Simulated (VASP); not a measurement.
# Si4C (I4/m) in VASP: a series of runs

Si4C is run at these levels: PBE; tasks: single point, relaxation of cell and atoms.

All numbers are computed with VASP 6.6.1; they aren't measurements. Logs are shortened: lines on timing, memory, paths and dates and some standing lists are left out, and cuts for length are marked.

## (1) The cell of the first run

It takes space group I4/m (No. 87, tetragonal). Conventional cell: a = 6.151 Å, b = 6.151 Å, c = 3.890 Å, α = 90.00°, β = 90.00°, γ = 90.00°. Within 3.6 Å of Si (site symmetry m) lie 9 Si at 2.75 Å and 3 C at 2.75 Å. Within 3.6 Å of C (site symmetry 4/m) lie 12 Si at 2.75 Å.

## (2) Single point, PBE

INCAR reads:

```
ALGO = Normal
EDIFF = 1E-7
ENCUT = 520
GGA = PE
ISIF = 2
ISMEAR = 0
LASPH = True
LCHARG = False
LREAL = False
LWAVE = False
NBANDS = 18
NELM = 60
PREC = Accurate
SIGMA = 0.1
```

KPOINTS reads:

```
k-points
0
Gamma
  6 6 6
```

POSCAR reads:

```
Si4C
1.0
   -3.0755714600      3.0755714600      1.9451621900
    3.0755714600     -3.0755714600      1.9451621900
    3.0755714600      3.0755714600     -1.9451621900
Si C
4 1
Direct
    0.8000000000      0.4000000000      0.2000000000
    0.2000000000      0.6000000000      0.8000000000
    0.6000000000      0.8000000000      0.4000000000
    0.4000000000      0.2000000000      0.6000000000
    0.0000000000      0.0000000000      0.0000000000
```

Potentials or basis: VASP PAW PBE potentials, release 64 (Si, C).

Command:

```
cat potpaw_PBE.64/Si/POTCAR potpaw_PBE.64/C/POTCAR > POTCAR
mpirun -np 1 vasp_std > vasp.out
```

OUTCAR:

```text
EDIFF = 1E-7
   ENCUT = 520
   GGA = PE
   ISIF = 2
   ISMEAR = 0
   LASPH = True
   LREAL = False
   NELM = 60
   PREC = Accurate

 ion  position               nearest neighbor table
   1  0.800  0.400  0.200-   3 2.75   2 2.75   4 2.75   4 2.75   3 2.75   2 2.75   4 2.75   3 2.75
                             2 2.75
   2  0.200  0.600  0.800-   4 2.75   1 2.75   3 2.75   3 2.75   1 2.75   4 2.75   3 2.75   4 2.75
                             1 2.75
   3  0.600  0.800  0.400-   1 2.75   2 2.75   4 2.75   4 2.75   4 2.75   2 2.75   1 2.75   2 2.75
                             1 2.75
   4  0.400  0.200  0.600-   2 2.75   1 2.75   3 2.75   3 2.75   3 2.75   1 2.75   2 2.75   1 2.75
                             2 2.75
   5  0.000  0.000  0.000-

  LATTYP: Found a body centered tetragonal cell.
 ALAT       =     6.1511429200
 C/A-ratio  =     0.6324555340

  Lattice vectors:

 A1 = (  -3.0755714600,   3.0755714600,   1.9451621900)
 A2 = (   3.0755714600,  -3.0755714600,   1.9451621900)
 A3 = (   3.0755714600,   3.0755714600,  -1.9451621900)

Analysis of symmetry for initial positions (statically):
=====================================================================
 Subroutine PRICEL returns:
 Original cell was already a primitive cell.

 Routine SETGRP: Setting up the symmetry group for a
 body centered tetragonal supercell.

 Subroutine GETGRP returns: Found  8 space group operations
 (whereof  8 operations were pure point group operations)
 out of a pool of 16 trial point group operations.

The static configuration has the point symmetry C_4h.

Analysis of symmetry for dynamics (positions and initial velocities):
=====================================================================
 Subroutine PRICEL returns:
 Original cell was already a primitive cell.

 Routine SETGRP: Setting up the symmetry group for a
 body centered tetragonal supercell.

 Subroutine GETGRP returns: Found  8 space group operations
 (whereof  8 operations were pure point group operations)
 out of a pool of 16 trial point group operations.

The dynamic configuration has the point symmetry C_4h.

 Subroutine INISYM returns: Found  8 space group operations
 (whereof  8 operations are pure point group operations),
 and found     1 'primitive' translations

----------------------------------------------------------------------------------------

                                     Primitive cell

  volume of cell :      73.5982

  direct lattice vectors                    reciprocal lattice vectors
[... 98 lines left out ...]
   NFREE  =      0    steps in history (QN), initial steepest desc. (CG)
   ISIF   =      2    stress and relaxation
   ISYM   =      2    0-nonsym 1-usesym 2-fastsym
   POTIM  = 0.5000    time-step for ionic-motion
   TEBEG  =    0.0;   TEEND  =   0.0 temperature during run
   PSTRESS=    0.0 pullay stress
   NELECT =      20.0000    total number of electrons
   NUPDOWN=      -1.0000    fix difference up-down
   EMIN   =  10.00;   EMAX   =-10.00  energy-range for DOS
   EFERMI =   0.00;   METHOD = LEGACY
   ISMEAR =     0;   SIGMA  =   0.10  broadening in eV -4-tet -1-fermi 0-gaus
   EFERMI_NEDOS =   21; number of points for ismear=-14 and -15
   IALGO  =     38    algorithm
   IMIX   =      4    mixing-type and parameters
     AMIX     =   0.40;   BMIX     =  1.00
     AMIX_MAG =   1.60;   BMIX_MAG =  1.00
  volume/ion in A,a.u.               =      14.72        99.33
  Fermi-wavevector in a.u.,A,eV,Ry     =   1.060382  2.003831 15.298526  1.124410
  Thomas-Fermi vector in A             =   2.195761
   LORBIT       =      0    0 simple, 1 ext, 2 COOP (PROOUT), +10 PAW based schemes
   GGA     = PE    functional components
   LHFCALC =     F    Hartree Fock is set to
   AEXX    =    0.0000 exact exchange contribution
   IVDW    =     0    specifies the selected vdW correction
   LEPSILON=     F    determine dielectric tensor
   LRPA    =     F    only Hartree local field effects (RPA)
 non-spin polarized calculation
 Gauss-broadening in eV      SIGMA  =   0.10
  energy-cutoff  :      520.00
  volume of cell :       73.60
 maximum number of plane-waves:      2003
   NGX = 17   NGY = 17   NGZ = 17

 number of electron      20.0000000 magnetization

 Free energy of the ion-electron system (eV)
  ---------------------------------------------------
  ext. energy  EPLUGINS =         0.00000000
  ---------------------------------------------------
  free energy    TOTEN  =       -24.19326992 eV

  energy without entropy =      -24.18183184  energy(sigma->0) =      -24.18755088

 E-fermi :   8.1825     XC(G=0): -10.8505

 val. band max:        8.1358429661   @ k =   0.1667   0.1667   0.1667
 cond. band min:       8.1933414322   @ k =  -0.1667   0.1667   0.0000
 fundamental gap:      0.0574984662
 Fermi energy:         8.1825234507

 k-point     1 :       0.0000    0.0000    0.0000
  band No.  band energies     occupation
      1      -5.6117      2.00000
      2       0.1245      2.00000
      3       2.0385      2.00000
      4       2.0827      2.00000
      5       2.0827      2.00000
      6       5.5567      2.00000
[... 481 lines left out ...]
      5       2.6959      2.00000
      6       4.7656      2.00000
[... 10 lines left out ...]
     17      12.7169      0.00000
     18      14.4229      0.00000

 [... further k-points ...]

------------------------ aborting loop because EDIFF is reached ----------------------------------------

  FORCE on cell =-STRESS in cart. coord.  units (eV):
  Direction    XX          YY          ZZ          XY          YZ          ZX
  --------------------------------------------------------------------------------------
  -------------------------------------------------------------------------------------
  Total       -5.2463473     -5.2463473     -4.8475045      0.0000000      0.0000000      0.0000000
  in kB     -114.2089560   -114.2089560   -105.5264554      0.0000000      0.0000000      0.0000000
  external PRESSURE =    -111.3147891 kB  Pullay stress =       0.0000000 kB

 VOLUME and BASIS-vectors are now :
 -----------------------------------------------------------------------------
  energy-cutoff  :      520.00
  volume of cell :       73.60
      direct lattice vectors                 reciprocal lattice vectors
    -3.075571460  3.075571460  1.945162190     0.000000000  0.162571414  0.257047974
     3.075571460 -3.075571460  1.945162190     0.162571414  0.000000000  0.257047974
     3.075571460  3.075571460 -1.945162190     0.162571414  0.162571414  0.000000000

 POSITION                                       TOTAL-FORCE (eV/Angst)
 -----------------------------------------------------------------------------------
     -0.61511      1.84534      1.94516        -0.108130     -0.463964      0.000000
      3.69069      1.23023      0.00000         0.108130      0.463964     -0.000000
      1.84534      0.61511      1.94516        -0.463964      0.108130      0.000000
      1.23023      2.46046      0.00000         0.463964     -0.108130     -0.000000
      0.00000      0.00000      0.00000        -0.000000      0.000000     -0.000000
 -----------------------------------------------------------------------------------
    total drift:                               -0.000000      0.000000      0.000000

  FREE ENERGIE OF THE ION-ELECTRON SYSTEM (eV)
  ---------------------------------------------------
  free  energy   TOTEN  =       -24.1932699186 eV

  energy  without entropy=      -24.1818318389  energy(sigma->0) =      -24.18755088
```

OSZICAR:

```text
N       E                     dE             d eps       ncg     rms          rms(c)
DAV:   1     0.271750712843E+02    0.27175E+02   -0.81397E+03  1296   0.955E+02
DAV:   2    -0.221266595992E+02   -0.49302E+02   -0.47137E+02  1666   0.129E+02
DAV:   3    -0.244619840847E+02   -0.23353E+01   -0.22605E+01  1654   0.238E+01
DAV:   4    -0.244870575085E+02   -0.25073E-01   -0.25010E-01  1638   0.284E+00
DAV:   5    -0.244872704914E+02   -0.21298E-03   -0.21280E-03  1592   0.249E-01    0.508E+00
DAV:   6    -0.243519354946E+02    0.13533E+00   -0.28392E+00  1860   0.655E+00    0.346E+00
DAV:   7    -0.242062885990E+02    0.14565E+00   -0.63335E-01  1726   0.344E+00    0.190E+00
DAV:   8    -0.241965310390E+02    0.97576E-02   -0.10892E-01  1418   0.174E+00    0.387E-01
DAV:   9    -0.241932393803E+02    0.32917E-02   -0.14798E-02  1720   0.516E-01    0.171E-01
DAV:  10    -0.241932836364E+02   -0.44256E-04   -0.15436E-03  1418   0.215E-01    0.630E-02
DAV:  11    -0.241932722628E+02    0.11374E-04   -0.69274E-05  1800   0.437E-02    0.329E-02
DAV:  12    -0.241932709141E+02    0.13487E-05   -0.12486E-05  1540   0.177E-02    0.644E-03
DAV:  13    -0.241932703853E+02    0.52888E-06   -0.15334E-06  1648   0.646E-03    0.417E-03
DAV:  14    -0.241932700009E+02    0.38432E-06   -0.57163E-07  1274   0.321E-03    0.160E-03
DAV:  15    -0.241932699186E+02    0.82309E-07   -0.95082E-08   782   0.168E-03
   1 F= -.24193270E+02 E0= -.24187551E+02  d E =-.114381E-01
```

stdout:

```text
POSCAR found type information on POSCAR SiC
 POSCAR found :  2 types and       5 ions
 scaLAPACK will be used
 LDA part: xc-table for (Slater+PW92), standard interpolation
 POSCAR, INCAR and KPOINTS ok, starting setup
 FFT: planning ... GRIDC
 FFT: planning ... GRID_SOFT
 FFT: planning ... GRID
 WAVECAR not read
 entering main loop
```

Run time: 20 s. Hardware: 1 thread of Intel Xeon 6975P-C (Granite Rapids), shared host; peak memory 0.21 GiB.

What came out:

```yaml
Free_energy: -24.1933 eV
Pressure: -11.1 GPa
Largest_force: 0.476 eV/Å
Band_gap_on_the_k_mesh: zero (bands 10 and 11 overlap by 1.94 eV)
```

Forces in eV/Å, atoms in the order of the input:
```
Si  -0.108 -0.464  0.000
Si   0.108  0.464  0.000
Si  -0.464  0.108  0.000
Si   0.464 -0.108  0.000
C    0.000  0.000  0.000
```

Levels at points of the mesh, in eV from the Fermi level:
```csv
k point,band 7,band 8,band 9,band 10,band 11,band 12,band 13,band 14
"(0.00, 0.00, 0.00)",-1.70,-1.46,-0.85,-0.85,-0.82,-0.82,-0.81,0.65
"(0.50, 0.00, 0.00)",-3.42,-3.08,-0.30,-0.19,0.04,0.91,2.51,2.92
"(0.50, 0.50, 0.00)",-2.97,-2.96,-2.30,-2.22,1.06,2.04,2.95,2.97
"(0.50, 0.50, 0.50)",0.54,0.60,0.92,0.92,2.40,2.89,2.89,2.91
```

Caveat: the cell stands under tension.

## (3) Relaxation of cell and atoms, PBE

INCAR reads:

```
SYSTEM = Si4C
PREC     = Accurate       ! precision mode
ENCUT    = 600            ! plane-wave cutoff, eV
EDIFF    = 1E-6           ! SCF threshold, eV
ISMEAR   = 0              ! smearing method
SIGMA    = 0.1            ! smearing width, eV
LREAL    = .FALSE.        ! projectors in reciprocal space
LASPH    = .TRUE.         ! aspherical terms in the spheres
NELM     = 60             ! most SCF steps
ALGO     = Normal         ! electronic algorithm
ISIF     = 3              ! what is computed and relaxed
LWAVE    = .FALSE.        ! write WAVECAR
LCHARG   = .FALSE.        ! write CHGCAR
GGA      = PE             ! functional
IBRION   = 2              ! ionic algorithm
NSW      = 90             ! ionic steps
EDIFFG   = -0.04          ! ionic threshold
```

KPOINTS reads:

```
Automatic mesh
0
G
  6 6 6
  0 0 0
```

POSCAR is that of step 2.

Potentials or basis: VASP PAW PBE potentials, release 64 (Si, C).

Command:

```
cat potpaw_PBE.64/Si/POTCAR potpaw_PBE.64/C/POTCAR > POTCAR
mpirun -np 1 vasp_std > vasp.out
```

OUTCAR:

```text
SYSTEM = Si4C
   PREC = Accurate
   ENCUT = 600
   EDIFF = 1E-6
   ISMEAR = 0
   LREAL = .FALSE.
   LASPH = .TRUE.
   NELM = 60
   ISIF = 3
   GGA = PE
   IBRION = 2
   NSW = 90
   EDIFFG = -0.04

 ion  position               nearest neighbor table
   1  0.800  0.400  0.200-   3 2.75   2 2.75   4 2.75   4 2.75   3 2.75   2 2.75   4 2.75   3 2.75
                             2 2.75
   2  0.200  0.600  0.800-   4 2.75   1 2.75   3 2.75   3 2.75   1 2.75   4 2.75   3 2.75   4 2.75
                             1 2.75
   3  0.600  0.800  0.400-   1 2.75   2 2.75   4 2.75   4 2.75   4 2.75   2 2.75   1 2.75   2 2.75
                             1 2.75
   4  0.400  0.200  0.600-   2 2.75   1 2.75   3 2.75   3 2.75   3 2.75   1 2.75   2 2.75   1 2.75
                             2 2.75
   5  0.000  0.000  0.000-

  LATTYP: Found a body centered tetragonal cell.
 ALAT       =     6.1511429200
 C/A-ratio  =     0.6324555340

  Lattice vectors:

 A1 = (  -3.0755714600,   3.0755714600,   1.9451621900)
 A2 = (   3.0755714600,  -3.0755714600,   1.9451621900)
 A3 = (   3.0755714600,   3.0755714600,  -1.9451621900)

Analysis of symmetry for initial positions (statically):
=====================================================================
 Subroutine PRICEL returns:
 Original cell was already a primitive cell.

 Routine SETGRP: Setting up the symmetry group for a
 body centered tetragonal supercell.

 Subroutine GETGRP returns: Found  8 space group operations
 (whereof  8 operations were pure point group operations)
 out of a pool of 16 trial point group operations.

[... 303 lines left out ...]
     10       9.6868      1.99997
     11       9.6868      1.99997
     12      10.1117      0.06300
     13      10.7116      0.00000
     14      10.7116      0.00000
[... 379 lines left out ...]
      3       0.2373      2.00000
      4       3.2367      2.00000
      5       3.9354      2.00000
      6       6.5771      2.00000
      7       7.4506      2.00000
      8       7.5823      2.00000
      9       7.8195      2.00000
     10      10.3040      0.00000
     11      10.6141      0.00000
     12      10.9035      0.00000
     13      12.3598      0.00000
     14      13.0214      0.00000

 [... further k-points ...]

[... ionic steps 4 to 35 ...]

--------------------------------------- Ionic step       36  -------------------------------------------

 number of electron      20.0000000 magnetization

------------------------ aborting loop because EDIFF is reached ----------------------------------------
[... 73 lines left out ...]
--------------------------------------- Ionic step       38  -------------------------------------------

 number of electron      20.0000000 magnetization

 Free energy of the ion-electron system (eV)
  ---------------------------------------------------
  ext. energy  EPLUGINS =         0.00000000
  ---------------------------------------------------
  free energy    TOTEN  =       -26.67958247 eV

  energy without entropy =      -26.66816566  energy(sigma->0) =      -26.67387406

 E-fermi :  10.4398     XC(G=0): -11.4804

 val. band max:       10.4383217863   @ k =  -0.1667   0.3333  -0.0000
 cond. band min:      10.4531974310   @ k =  -0.3333  -0.3333   0.3333
 fundamental gap:      0.0148756447
 Fermi energy:        10.4398466032

 k-point     1 :       0.0000    0.0000    0.0000
  band No.  band energies     occupation
      1      -5.5058      2.00000
      2      -0.0263      2.00000
      3       1.4049      2.00000
      4       1.4049      2.00000
      5       3.5931      2.00000
      6       7.0129      2.00000
      7       7.0129      2.00000
      8       8.3332      2.00000
      9       8.7595      2.00000
     10       9.6588      2.00000
     11      13.1639      0.00000
     12      13.8447      0.00000
     13      13.8447      0.00000
     14      13.9108      0.00000
[... 423 lines left out ...]
  FREE ENERGIE OF THE ION-ELECTRON SYSTEM (eV)
  ---------------------------------------------------
  free  energy   TOTEN  =       -26.6795824710 eV

  energy  without entropy=      -26.6681656558  energy(sigma->0) =      -26.67387406

 reached required accuracy - stopping structural energy minimisation
```

OSZICAR:

```text
N       E                     dE             d eps       ncg     rms          rms(c)
DAV:   1     0.399197314372E+02    0.39920E+02   -0.91352E+03  1008   0.138E+03
DAV:   2    -0.209952241799E+02   -0.60915E+02   -0.58787E+02  1258   0.162E+02
DAV:   3    -0.244171280644E+02   -0.34219E+01   -0.32654E+01  1452   0.327E+01
DAV:   4    -0.244858718345E+02   -0.68744E-01   -0.68506E-01  1182   0.506E+00
[... 319 lines left out ...]
DAV:   2    -0.266796744672E+02   -0.56891E-03   -0.10369E-02  1338   0.791E-01    0.792E-02
DAV:   3    -0.266795917808E+02    0.82686E-04   -0.49078E-04  1230   0.154E-01    0.407E-02
DAV:   4    -0.266795856393E+02    0.61415E-05   -0.10657E-04  1212   0.744E-02    0.260E-02
DAV:   5    -0.266795829546E+02    0.26847E-05   -0.18813E-05  1270   0.257E-02    0.694E-03
DAV:   6    -0.266795824710E+02    0.48358E-06   -0.24206E-06   770   0.968E-03
  38 F= -.26679582E+02 E0= -.26673874E+02  d E =-.431889E-02
```

It took 7.7 min on 1 thread of Intel Xeon 6975P-C (Granite Rapids), shared host; peak memory 0.26 GiB.

What came out:

* Free energy: -26.6796 eV
* Relaxed volume: 12.44 Å³/atom
* Relaxed cell: a = 4.814 Å, b = 4.814 Å, c = 4.814 Å, α = 95.44°, β = 95.44°, γ = 144.13°
* Space group after relaxing (to 0.1 Å): I4/mmm (No. 139)
* Energy gained by relaxing: 497.2 meV/atom
* Ionic steps: 38
* Pressure after relaxing: 0.2 GPa
* Largest force after relaxing: 0.039 eV/Å
* Band gap on the k mesh: zero (bands 10 and 11 overlap by 4.44 eV)

Forces on the atoms (eV/Å):
```
Si   0.027 -0.028  0.000
Si  -0.027  0.028  0.000
Si  -0.028 -0.027  0.000
Si   0.028  0.027  0.000
C    0.000  0.000  0.000
```

Stress tensor (GPa, compression positive):
```
 0.49  0.00  0.00
 0.00  0.49  0.00
 0.00  0.00 -0.27
```

The path:
```csv
step,energy change (eV),largest force (eV/Å),pressure (GPa),volume (Å³)
1,0.0000,0.4763,-11.14,73.60
2,-0.4812,0.4880,-0.61,63.22
3,-0.4846,0.4743,0.72,62.41
4,-0.5187,0.2282,0.79,62.41
5,-0.5272,0.0797,1.10,62.41
6,-0.5346,0.1035,-0.46,63.33
7,-0.5352,0.1134,-1.03,63.70
8,-0.5413,0.1358,-1.08,63.72
9,-0.5626,0.2003,-0.95,63.76
10,-0.7190,0.3714,-0.90,63.76
11,-1.4570,0.5646,-0.98,63.39
12,-1.6962,1.2017,6.92,61.08
13,-1.8629,1.2068,3.62,61.69
14,-1.9884,0.6979,0.01,62.72
15,-2.0209,0.8890,0.76,62.37
16,-2.0235,0.8485,0.51,62.46
17,-2.0261,0.8548,0.48,62.48
18,-2.0269,0.8586,0.46,62.49
19,-2.0303,0.8436,0.38,62.50
20,-2.0403,0.7985,0.17,62.52
21,-2.0585,0.7115,-0.24,62.57
22,-2.0878,0.5561,-1.01,62.66
23,-2.1193,0.3946,-2.33,62.85
24,-2.1231,0.4103,-2.83,62.93
25,-2.1451,0.4188,-2.02,62.39
26,-2.1852,0.4554,0.66,60.77
27,-2.1882,0.4718,1.96,60.08
28,-2.2191,0.4338,2.23,60.05
29,-2.2971,0.3170,3.15,59.97
30,-2.3891,0.1229,5.15,59.80
31,-2.4459,0.1466,1.45,61.47
32,-2.4592,0.1798,-1.34,62.90
33,-2.4593,0.1778,-1.16,62.81
34,-2.4655,0.1228,-1.12,62.86
35,-2.4729,0.1556,-1.00,62.99
36,-2.4805,0.1503,0.12,62.39
37,-2.4819,0.1472,0.91,61.99
38,-2.4862,0.0394,0.24,62.18
```

Final structure:
```
CELL_PARAMETERS angstrom
-3.23853 3.23853 1.48219
3.23853 -3.23853 1.48219
3.23853 3.23853 -1.48219
ATOMIC_POSITIONS crystal
Si 0.76781 0.49613 0.26393
Si 0.23220 0.50387 0.73607
Si 0.50387 0.76781 0.27168
Si 0.49613 0.23220 0.72832
C 0.00000 0.00000 0.00000
```

Caveat: the volume moved by over 15 % at a fixed basis, so the end points are rough.
